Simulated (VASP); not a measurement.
# Ti (I4/mmm) in VASP: further runs, part 2 of 2

VASP 6.6.1. The steps go on from the part before.

### Step 3. Single point, PBEsol (strain -0.040 along x and y, +0.000 along z)

Contents of INCAR:

```
PREC     = Accurate       # precision mode
ENCUT    = 520            # plane-wave cutoff, eV
EDIFF    = 1E-7           # SCF threshold, eV
ISMEAR   = 0              # smearing method
SIGMA    = 0.15           # smearing width, eV
LREAL    = False          # projectors in reciprocal space
LASPH    = True           # aspherical terms in the spheres
NELM     = 80             # most SCF steps
ALGO     = Normal         # electronic algorithm
ISIF     = 2              # what is computed and relaxed
LWAVE    = False          # write WAVECAR
LCHARG   = True           # write CHGCAR
GGA      = PS             # functional
LELF     = True           # ELF
LVHAR    = True         
NBANDS   = 12             # bands
```

Contents of KPOINTS:

```
regular mesh
0
Gamma
  20 20 20
```

Contents of POSCAR:

```
Ti
1.0
    0.0000000000      1.9488000000      2.0300000000
    1.9488000000      0.0000000000      2.0300000000
    1.9488000000      1.9488000000      0.0000000000
Ti
1
Direct
    0.0000000000      0.0000000000      0.0000000000
```

Potentials or basis: VASP PAW PBE potentials, release 64 (Ti_sv).

Command:

```
> cat potpaw_PBE.64/Ti_sv/POTCAR > POTCAR
> mpirun -np 1 vasp_std > vasp.out
```

OUTCAR:

```text
PREC = Accurate
   ENCUT = 520
   EDIFF = 1E-7
   ISMEAR = 0
   LREAL = False
   LASPH = True
   NELM = 80
   ISIF = 2
   GGA = PS

 ion  position               nearest neighbor table
   1  0.000  0.000  0.000-

  LATTYP: Found a body centered tetragonal cell.
 ALAT       =     2.7560193904
 C/A-ratio  =     1.4731391275

  Lattice vectors:

 A1 = (  -1.9488000000,   0.0000000000,   2.0300000000)
 A2 = (   1.9488000000,   0.0000000000,   2.0300000000)
 A3 = (   0.0000000000,   1.9488000000,  -2.0300000000)

Analysis of symmetry for initial positions (statically):
=====================================================================
 Subroutine PRICEL returns:
 Original cell was already a primitive cell.

 Routine SETGRP: Setting up the symmetry group for a
 body centered tetragonal supercell.

 Subroutine GETGRP returns: Found 16 space group operations
 (whereof 16 operations were pure point group operations)
 out of a pool of 16 trial point group operations.

The static configuration has the point symmetry D_4h.

Analysis of symmetry for dynamics (positions and initial velocities):
=====================================================================
[... 162 lines left out ...]
 Fermi energy:         9.4096369482

 k-point     1 :       0.0000    0.0000    0.0000
  band No.  band energies     occupation
      1     -46.8770      2.00000
      2     -22.6674      2.00000
      3     -22.6568      2.00000
      4     -22.6568      2.00000
      5       3.0559      2.00000
      6      10.1095      0.00000
      7      10.4894      0.00000
      8      10.4894      0.00000
      9      12.0291      0.00000
     10      12.4820      0.00000
     11      25.3704      0.00000
     12      29.6208      0.00000
[... 331 lines left out ...]
 k-point    24 :      -0.3500    0.0500    0.0000
  band No.  band energies     occupation
      1     -46.7057      2.00000
      2     -23.4992      2.00000
      3     -22.8131      2.00000
      4     -22.7320      2.00000
      5       6.2835      2.00000
      6       9.5759      0.11689
      7      10.1393      0.00000
      8      10.6141      0.00000
      9      12.8685      0.00000
     10      13.3956      0.00000
     11      20.6708      0.00000
     12      25.1766      0.00000

 [... further k-points ...]
[... 5 lines left out ...]
  --------------------------------------------------------------------------------------
  -------------------------------------------------------------------------------------
  Total        0.9954787      0.9954787      0.8604706      0.0000000      0.0000000      0.0000000
  in kB      103.4384448    103.4384448     89.4099868      0.0000000      0.0000000      0.0000000
  external PRESSURE =      98.7622921 kB  Pullay stress =       0.0000000 kB

 VOLUME and BASIS-vectors are now :
 -----------------------------------------------------------------------------
  energy-cutoff  :      520.00
  volume of cell :       15.42
      direct lattice vectors                 reciprocal lattice vectors
     0.000000000  1.948800000  2.030000000    -0.256568144  0.256568144  0.246305419
     1.948800000  0.000000000  2.030000000     0.256568144 -0.256568144  0.246305419
     1.948800000  1.948800000  0.000000000     0.256568144  0.256568144 -0.246305419

 POSITION                                       TOTAL-FORCE (eV/Angst)
 -----------------------------------------------------------------------------------
      0.00000      0.00000      0.00000         0.000000     -0.000000      0.000000
 -----------------------------------------------------------------------------------
    total drift:                                0.000000      0.000000     -0.000000

  FREE ENERGIE OF THE ION-ELECTRON SYSTEM (eV)
  ---------------------------------------------------
  free  energy   TOTEN  =        -8.2544907493 eV

  energy  without entropy=       -8.2370267338  energy(sigma->0) =       -8.24575874
```

stdout:

```text
POSCAR found type information on POSCAR Ti
 POSCAR found :  1 types and       1 ions
 scaLAPACK will be used
 -----------------------------------------------------------------------------
|                                                                             |
|                                                                             |
|     You enforced a specific xc type in the INCAR file but a different       |
|     I HOPE YOU KNOW WHAT YOU ARE DOING!                                     |
|                                                                             |
 -----------------------------------------------------------------------------

 LDA part: xc-table for (Slater+PW92), standard interpolation
 POSCAR, INCAR and KPOINTS ok, starting setup
 FFT: planning ... GRIDC
 FFT: planning ... GRID_SOFT
 FFT: planning ... GRID
 WAVECAR not read
 entering main loop
```

It took 62 s on 1 thread of Intel Xeon 6975P-C, shared host; peak memory 0.23 GiB.

What came out:

* Free energy: -8.2545 eV
* Pressure: 9.9 GPa
* Band gap on the k mesh: zero (band 6 reaches 10.23 eV, above the bottom of band 7 at 8.85 eV)

Stress tensor (GPa, compression positive):
```
10.34  0.00  0.00
 0.00 10.34  0.00
 0.00  0.00  8.94
```

Levels at points of the mesh, in eV from the Fermi level:
```
           k point  band 4  band 5  band 6  band 7  band 8  band 9
(0.00, 0.00, 0.00)  -32.07   -6.35    0.70    1.08    1.08    2.62
(0.50, 0.00, 0.00)  -32.16   -2.88    0.59    1.00    1.00    4.06
(0.50, 0.50, 0.00)  -32.37   -3.03   -2.00    2.92    4.15    4.47
(0.50, 0.00, 0.50)  -32.40   -3.03   -2.09    3.73    4.10    4.33
```

Caveat: the cell differs from its parent crystal (strain -0.040 along x and y, +0.000 along z); the PAW data sets were made with another functional, which shifts forces and pressure a little.

### Step 4. Single point, PBEsol (strain -0.040 along x and y, +0.040 along z)

Contents of INCAR:

```
PREC = Accurate
ENCUT = 520
EDIFF = 1E-6
ISMEAR = 0
SIGMA = 0.15
LREAL = F
LASPH = T
NELM = 80
ALGO = Fast
ISIF = 2
LWAVE = F
LCHARG = F
GGA = PS
NBANDS = 12
```

Contents of KPOINTS:

```
Automatic mesh
0
Gamma
  20 20 20
```

Contents of POSCAR:

```
Ti
1.0
    0.0000000000      1.9488000000      2.1112000000
    1.9488000000      0.0000000000      2.1112000000
    1.9488000000      1.9488000000      0.0000000000
Ti
1
Direct
    0.0000000000      0.0000000000      0.0000000000
```

Command:

```
> cat potpaw_PBE.64/Ti_sv/POTCAR > POTCAR
> mpirun -np 1 vasp_std > vasp.out
```

Run time: 1.8 min. Hardware: 1 thread of Intel Xeon 6975P-C, shared host; peak memory 0.23 GiB.

The run converged. Its results:

- Free energy: -8.2772 eV
- Pressure: 4.4 GPa
- Band gap on the k mesh: zero (band 6 reaches 9.69 eV, above the bottom of band 7 at 8.28 eV)

Stress tensor (GPa, compression positive):
```
5.18 0.00 0.00
0.00 5.18 0.00
0.00 0.00 2.83
```

Levels at points of the mesh, in eV from the Fermi level:
| k point | band 2 | band 3 | band 4 | band 5 | band 6 | band 7 | band 8 | band 9 | band 10 | band 11 |
| --- | --- | --- | --- | --- | --- | --- | --- | --- | --- | --- |
| (0.00, 0.00, 0.00) | -32.19 | -32.17 | -32.17 | -6.25 | 0.48 | 1.22 | 1.22 | 2.28 | 3.15 | 15.84 |
| (0.50, 0.00, 0.00) | -33.06 | -32.33 | -32.23 | -2.76 | 0.44 | 0.91 | 1.18 | 3.83 | 4.11 | 9.10 |
| (0.50, 0.50, 0.00) | -32.98 | -32.40 | -32.40 | -2.86 | -1.81 | 2.27 | 4.00 | 4.26 | 4.26 | 10.57 |
| (0.50, 0.00, 0.50) | -33.00 | -32.59 | -32.45 | -2.85 | -1.94 | 3.79 | 3.88 | 3.99 | 4.58 | 11.78 |

Caveat: the cell differs from its parent crystal (strain -0.040 along x and y, +0.040 along z); the PAW data sets were made with another functional, which shifts forces and pressure a little.

### Step 5. Single point, PBEsol (strain +0.000 along x and y, +0.080 along z)

Contents of INCAR:

```
  PREC = Accurate
  ENCUT = 520
  EDIFF = 1E-6
  ISMEAR = 0
  SIGMA = 0.15
  LREAL = F
  LASPH = T
  NELM = 80
  ALGO = Normal
  ISIF = 2
  LWAVE = F
  LCHARG = F
  GGA = PS
  NBANDS = 12
```

KPOINTS is that of step 4.

Contents of POSCAR:

```
Ti
1.0
    0.0000000000      2.0300000000      2.1924000000
    2.0300000000      0.0000000000      2.1924000000
    2.0300000000      2.0300000000      0.0000000000
Ti
1
Direct
    0.0000000000      0.0000000000      0.0000000000
```

Command:

```
> cat potpaw_PBE.64/Ti_sv/POTCAR > POTCAR
> mpirun -np 1 vasp_std > vasp.out
```

Run time: 76 s. Hardware: 1 thread of Intel Xeon 6975P-C, shared host; peak memory 0.25 GiB.

The run converged. Its results:

```yaml
Free_energy: -8.2479 eV
Pressure: -8.1 GPa
Band_gap_on_the_k_mesh: zero (band 6 reaches 8.36 eV, above the bottom of band 7 at 7.09 eV)
```

Stress tensor (GPa, compression positive):
```
-7.34  0.00  0.00
 0.00 -7.34  0.00
 0.00  0.00 -9.73
```

Levels at points of the mesh, in eV from the Fermi level:
```csv
k point,band 4,band 5,band 6,band 7,band 8,band 9
"(0.00, 0.00, 0.00)",-32.52,-5.98,0.48,1.09,1.09,2.02
"(0.50, 0.00, 0.00)",-32.57,-2.48,0.45,0.59,1.07,3.31
"(0.50, 0.50, 0.00)",-32.68,-2.48,-1.50,1.83,3.45,3.67
"(0.50, 0.00, 0.50)",-32.72,-2.41,-1.60,3.16,3.36,3.46
```

Caveat: the cell differs from its parent crystal (strain +0.000 along x and y, +0.080 along z); the PAW data sets were made with another functional, which shifts forces and pressure a little.

### Step 6. Single point, PBEsol (strain +0.040 along x and y, +0.000 along z)

Contents of INCAR:

```
ALGO = Fast
EDIFF = 1E-6
ENCUT = 520
GGA = PS
ISIF = 2
ISMEAR = 0
LASPH = T
LCHARG = F
LREAL = F
LWAVE = F
NBANDS = 12
NELM = 60
PREC = Accurate
SIGMA = 0.15
```

Contents of KPOINTS:

```
k-points
0
Gamma
  20 20 20
```

Contents of POSCAR:

```
Ti
1.0
    0.0000000000      2.1112000000      2.0300000000
    2.1112000000      0.0000000000      2.0300000000
    2.1112000000      2.1112000000      0.0000000000
Ti
1
Direct
    0.0000000000      0.0000000000      0.0000000000
```

Potentials or basis: VASP PAW PBE potentials, release 64 (Ti_sv).

Command:

```
> cat potpaw_PBE.64/Ti_sv/POTCAR > POTCAR
> mpirun -np 1 vasp_std > vasp.out
```

Wall time 2.1 min (1 thread of Intel Xeon 6975P-C, shared host); peak memory 0.25 GiB.

Results (log left out):

* Free energy: -8.2519 eV
* Pressure: -8.2 GPa
* Band gap on the k mesh: zero (band 6 reaches 8.47 eV, above the bottom of band 7 at 7.24 eV)

Stress tensor (GPa, compression positive):
```
-8.65  0.00  0.00
 0.00 -8.65  0.00
 0.00  0.00 -7.36
```

Levels at points of the mesh, in eV from the Fermi level:
```csv
k point,band 2,band 3,band 4,band 5,band 6,band 7,band 8,band 9,band 10,band 11
"(0.00, 0.00, 0.00)",-32.55,-32.55,-32.54,-5.99,0.76,0.76,1.05,2.21,2.54,15.07
"(0.50, 0.00, 0.00)",-33.14,-32.64,-32.61,-2.50,0.56,0.58,0.91,3.34,3.48,7.76
"(0.50, 0.50, 0.00)",-33.10,-32.78,-32.78,-2.42,-1.65,3.15,3.38,3.68,3.68,10.95
"(0.50, 0.00, 0.50)",-33.10,-32.76,-32.72,-2.45,-1.56,2.44,3.39,3.56,3.77,9.85
```

Caveat: the cell differs from its parent crystal (strain +0.040 along x and y, +0.000 along z); the PAW data sets were made with another functional, which shifts forces and pressure a little.

### Step 7. The runs side by side

```csv
cell,gap on the mesh (eV),pressure (GPa)
"a = 2.699, b = 2.699, c = 2.756 Å, angles 59.3, 59.3, 61.4°, 1 atom",none,23.7
"a = 2.814, b = 2.814, c = 2.756 Å, angles 60.7, 60.7, 58.6°, 1 atom",none,9.9
"a = 2.873, b = 2.873, c = 2.756 Å, angles 61.3, 61.3, 57.3°, 1 atom",none,4.4
"a = 2.988, b = 2.988, c = 2.871 Å, angles 61.3, 61.3, 57.4°, 1 atom",none,-8.1
"a = 2.929, b = 2.929, c = 2.986 Å, angles 59.4, 59.4, 61.3°, 1 atom",none,-8.2
```

Alike in all rows: task single point; level PBEsol; potentials or basis VASP PAW PBE potentials, release 64 (Ti_sv); no spin polarisation; k mesh 20 × 20 × 20; cutoff (eV) 520; smearing gaussian 0.15 eV.

Caveats: the PAW data sets were made with another functional, which shifts forces and pressure a little.

Total energies depend on the potentials used, so only differences within one code and one set of settings carry meaning.
